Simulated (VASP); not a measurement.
# AlP (F-43m) in VASP: notebook, part 2 of 2

VASP 6.6.1. The steps go on from the part before.

### Step 5. Single point, PBE

This run uses another cell than the first one, of 19.74 Å³/atom, 1.083 times its volume.

INCAR reads:

```
PREC     = Accurate       # precision mode
ENCUT    = 500            # plane-wave cutoff, eV
EDIFF    = 1E-6           # SCF threshold, eV
ISMEAR   = 0              # smearing method
SIGMA    = 0.01           # smearing width, eV
LREAL    = F              # projectors in reciprocal space
LASPH    = T              # aspherical terms in the spheres
NELM     = 120            # most SCF steps
ALGO     = Normal         # electronic algorithm
ISIF     = 2              # what is computed and relaxed
LWAVE    = F              # write WAVECAR
LCHARG   = T              # write CHGCAR
GGA      = PE             # functional
LELF     = T              # ELF
LVHAR    = T            
NBANDS   = 11             # bands
GGA_COMPAT= F
```

KPOINTS reads:

```
regular mesh
0
Gamma
  5 5 5
```

POSCAR reads:

```
AlP
1.0
    0.0000000000      2.7025955558      2.7025955558
    2.7025955558      0.0000000000      2.7025955558
    2.7025955558      2.7025955558      0.0000000000
Al P
1 1
Direct
    0.0000000000      0.0000000000      0.0000000000
    0.2500000000      0.2500000000      0.2500000000
```

Potentials or basis: VASP PAW PBE potentials, release 64 (Al, P).

Run with:

```bash
$ cat potpaw_PBE.64/Al/POTCAR potpaw_PBE.64/P/POTCAR > POTCAR
$ mpirun -np 1 vasp_std > vasp.out
```

OUTCAR:

```text
PREC = Accurate
   ENCUT = 500
   EDIFF = 1E-6
   ISMEAR = 0
   LREAL = F
   LASPH = T
   NELM = 120
   ISIF = 2
   GGA = PE

 ion  position               nearest neighbor table
   1  0.000  0.000  0.000-   2 2.34   2 2.34   2 2.34   2 2.34
   2  0.250  0.250  0.250-   1 2.34   1 2.34   1 2.34   1 2.34

  LATTYP: Found a face centered cubic cell.
 ALAT       =     5.4051911116

  Lattice vectors:

 A1 = (   0.0000000000,   2.7025955558,   2.7025955558)
 A2 = (   2.7025955558,   0.0000000000,   2.7025955558)
 A3 = (   2.7025955558,   2.7025955558,   0.0000000000)

Analysis of symmetry for initial positions (statically):
=====================================================================
 Subroutine PRICEL returns:
 Original cell was already a primitive cell.

 Routine SETGRP: Setting up the symmetry group for a
 face centered cubic supercell.

 Subroutine GETGRP returns: Found 24 space group operations
 (whereof 24 operations were pure point group operations)
 out of a pool of 48 trial point group operations.

The static configuration has the point symmetry T_d .

Analysis of symmetry for dynamics (positions and initial velocities):
=====================================================================
 Subroutine PRICEL returns:
 Original cell was already a primitive cell.

 Routine SETGRP: Setting up the symmetry group for a
 face centered cubic supercell.

 Subroutine GETGRP returns: Found 24 space group operations
 (whereof 24 operations were pure point group operations)
 out of a pool of 48 trial point group operations.

The dynamic configuration has the point symmetry T_d .

 Subroutine INISYM returns: Found 24 space group operations
 (whereof 24 operations are pure point group operations),
 and found     1 'primitive' translations

----------------------------------------------------------------------------------------

                                     Primitive cell

  volume of cell :      39.4796

  direct lattice vectors                    reciprocal lattice vectors
     0.000000000  2.702595556  2.702595556    -0.185007334  0.185007334  0.185007334
     2.702595556  0.000000000  2.702595556     0.185007334 -0.185007334  0.185007334
     2.702595556  2.702595556  0.000000000     0.185007334  0.185007334 -0.185007334

  length of vectors
     3.822047289  3.822047289  3.822047289     0.320442103  0.320442103  0.320442103

  position of ions in fractional coordinates (direct lattice)
     0.000000000  0.000000000  0.000000000
     0.250000000  0.250000000  0.250000000

  ion indices of the primitive-cell ions
   primitive index   ion index
                 1           1
                 2           2

----------------------------------------------------------------------------------------

 KPOINTS: regular mesh

Automatic generation of k-mesh.
 Grid dimensions read from file:
 generate k-points for:    5    5    5

 Generating k-lattice:

  Cartesian coordinates                     Fractional coordinates (reciprocal lattice)
    -0.037001467  0.037001467  0.037001467     0.200000000  0.000000000  0.000000000
     0.037001467 -0.037001467  0.037001467     0.000000000  0.200000000  0.000000000
     0.037001467  0.037001467 -0.037001467     0.000000000  0.000000000  0.200000000

  Length of vectors
     0.064088421  0.064088421  0.064088421

  Shift w.r.t. Gamma in fractional coordinates (k-lattice)
     0.000000000  0.000000000  0.000000000

 Subroutine IBZKPT returns following result:
 ===========================================

 Found     10 irreducible k-points:

 Following reciprocal coordinates:
            Coordinates               Weight
  0.000000  0.000000  0.000000      1.000000
  0.200000  0.000000  0.000000      8.000000
  0.400000  0.000000  0.000000      8.000000
  0.200000  0.200000  0.000000      6.000000
  0.400000  0.200000  0.000000     24.000000
 -0.400000  0.200000  0.000000     24.000000
 -0.200000  0.200000  0.000000     12.000000
  0.400000  0.400000  0.000000      6.000000
 -0.400000  0.400000  0.000000     12.000000
 -0.400000  0.400000  0.200000     24.000000
   k-points           NKPTS =     10   k-points in BZ     NKDIM =     10   number of bands    NBANDS=     11
   number of dos      NEDOS =    301   number of ions     NIONS =      2
   total plane-waves  NPLWV =  21952
   dimension x,y,z NGX =    28 NGY =   28 NGZ =   28
   dimension x,y,z NGXF=    56 NGYF=   56 NGZF=   56
   ions per type =               1   1
   NGX,Y,Z   is equivalent  to a cutoff of  12.18, 12.18, 12.18 a.u.
   NGXF,Y,Z  is equivalent  to a cutoff of  24.36, 24.36, 24.36 a.u.
 SYSTEM =  unknown system
   PREC   = accura    normal or accurate (medium, high low for compatibility)
   ISTART =      0    job   : 0-new  1-cont  2-samecut
   ICHARG =      2    charge: 1-file 2-atom 10-const
   ISPIN  =      1    spin polarized calculation?
   LNONCOLLINEAR =      F non collinear calculations
   LSORBIT =      F    spin-orbit coupling
   LASPH  =      T    aspherical Exc in radial PAW
   ENCUT  =  500.0 eV  36.75 Ry    6.06 a.u.   6.97  6.97  6.97*2*pi/ulx,y,z
   NELM   =    120;   NELMIN=  2; NELMDL= -5     # of ELM steps
   EDIFF  = 0.1E-05   stopping-criterion for ELM
   LREAL  =      F    real-space projection
   EDIFFG = 0.1E-04   stopping-criterion for IOM
   NSW    =      0    number of steps for IOM
   IBRION =     -1    ionic relax: 0-MD 1-quasi-New 2-CG
   NFREE  =      0    steps in history (QN), initial steepest desc. (CG)
   ISIF   =      2    stress and relaxation
   ISYM   =      2    0-nonsym 1-usesym 2-fastsym
   POTIM  = 0.5000    time-step for ionic-motion
   TEBEG  =    0.0;   TEEND  =   0.0 temperature during run
   PSTRESS=    0.0 pullay stress
   NELECT =       8.0000    total number of electrons
   NUPDOWN=      -1.0000    fix difference up-down
   EMIN   =  10.00;   EMAX   =-10.00  energy-range for DOS
   EFERMI =   0.00;   METHOD = LEGACY
   ISMEAR =     0;   SIGMA  =   0.01  broadening in eV -4-tet -1-fermi 0-gaus
   EFERMI_NEDOS =   21; number of points for ismear=-14 and -15
   IALGO  =     38    algorithm
   IMIX   =      4    mixing-type and parameters
     AMIX     =   0.40;   BMIX     =  1.00
     AMIX_MAG =   1.60;   BMIX_MAG =  1.00
  volume/ion in A,a.u.               =      19.74       133.21
  Fermi-wavevector in a.u.,A,eV,Ry     =   0.961569  1.817102 12.580149  0.924615
  Thomas-Fermi vector in A             =   2.090952
   LORBIT       =      0    0 simple, 1 ext, 2 COOP (PROOUT), +10 PAW based schemes
   GGA     = PE    functional components
   LHFCALC =     F    Hartree Fock is set to
   AEXX    =    0.0000 exact exchange contribution
   IVDW    =     0    specifies the selected vdW correction
   LEPSILON=     F    determine dielectric tensor
   LRPA    =     F    only Hartree local field effects (RPA)
 non-spin polarized calculation
 Gauss-broadening in eV      SIGMA  =   0.01
  energy-cutoff  :      500.00
  volume of cell :       39.48
 maximum number of plane-waves:      1014
   NGX = 13   NGY = 13   NGZ = 13

 number of electron       7.9999999 magnetization

 Free energy of the ion-electron system (eV)
  ---------------------------------------------------
  ext. energy  EPLUGINS =         0.00000000
  ---------------------------------------------------
  free energy    TOTEN  =       -10.31455219 eV

  energy without entropy =      -10.31455219  energy(sigma->0) =      -10.31455219

 E-fermi :   4.9591     XC(G=0):  -9.3212

 val. band max:        4.8754004764   @ k =   0.0000   0.0000   0.0000
 cond. band min:       6.6441448476   @ k =   0.4000   0.4000   0.0000
 fundamental gap:      1.7687443712
 Fermi energy:         4.9591243611

 k-point     1 :       0.0000    0.0000    0.0000
  band No.  band energies     occupation
      1      -6.8084      2.00000
      2       4.8754      2.00000
      3       4.8754      2.00000
      4       4.8754      2.00000
      5       8.4404      0.00000
      6       9.4700      0.00000
      7       9.4700      0.00000
      8       9.4700      0.00000
      9      13.7362      0.00000
     10      13.7362      0.00000
     11      15.3741      0.00000
[... 113 lines left out ...]
 k-point    10 :      -0.4000    0.4000    0.2000
  band No.  band energies     occupation
      1      -4.5599      2.00000
      2      -0.0249      2.00000
      3       1.6679      2.00000
      4       2.6174      2.00000
      5       8.8745      0.00000
      6      10.0634      0.00000
      7      10.6576      0.00000
      8      13.6519      0.00000
      9      14.6577      0.00000
     10      16.2952      0.00000
     11      19.2517      0.00000

------------------------ aborting loop because EDIFF is reached ----------------------------------------

  FORCE on cell =-STRESS in cart. coord.  units (eV):
  Direction    XX          YY          ZZ          XY          YZ          ZX
  --------------------------------------------------------------------------------------
  -------------------------------------------------------------------------------------
  Total        1.2998209      1.2998209      1.2998209      0.0000000      0.0000000      0.0000000
  in kB       52.7498124     52.7498124     52.7498124      0.0000000      0.0000000      0.0000000
  external PRESSURE =      52.7498124 kB  Pullay stress =       0.0000000 kB

 VOLUME and BASIS-vectors are now :
 -----------------------------------------------------------------------------
  energy-cutoff  :      500.00
  volume of cell :       39.48
      direct lattice vectors                 reciprocal lattice vectors
     0.000000000  2.702595556  2.702595556    -0.185007334  0.185007334  0.185007334
     2.702595556  0.000000000  2.702595556     0.185007334 -0.185007334  0.185007334
     2.702595556  2.702595556  0.000000000     0.185007334  0.185007334 -0.185007334

 POSITION                                       TOTAL-FORCE (eV/Angst)
 -----------------------------------------------------------------------------------
      0.00000      0.00000      0.00000        -0.000000     -0.000000     -0.000000
      1.35130      1.35130      1.35130         0.000000      0.000000      0.000000
 -----------------------------------------------------------------------------------
    total drift:                                0.000000      0.000000      0.000000

  FREE ENERGIE OF THE ION-ELECTRON SYSTEM (eV)
  ---------------------------------------------------
  free  energy   TOTEN  =       -10.3145521899 eV

  energy  without entropy=      -10.3145521899  energy(sigma->0) =      -10.31455219
```

Run time: 7.1 s. Hardware: 1 thread of Intel Xeon 8259CL, shared host; peak memory 0.15 GiB.

What came out:

| Property | Result |
| --- | --- |
| Free energy | -10.3146 eV |
| Pressure | 5.3 GPa |
| Band gap on the k mesh | 1.77 eV, indirect (least direct gap 3.56 eV) |

A k mesh can miss the band edges. As with any semilocal functional, this PBE gap is likely too small.

### Step 6. Summary

```csv
cell,gap on the mesh (eV),pressure (GPa)
"a = 3.721 Å, angles 60.0°, 2 atoms",1.62,15.0
"a = 3.756 Å, angles 60.0°, 2 atoms",1.68,11.3
"a = 3.789 Å, angles 60.0°, 2 atoms",1.72,8.1
"a = 3.822 Å, angles 60.0°, 2 atoms",1.77,5.3
```

Alike in all rows: task single point; level PBE; potentials or basis VASP PAW PBE potentials, release 64 (Al, P); no spin polarisation; k mesh 5 × 5 × 5; cutoff (eV) 500; smearing gaussian 0.01 eV.

Total energies depend on the potentials used, so only differences within one code and one set of settings carry meaning.
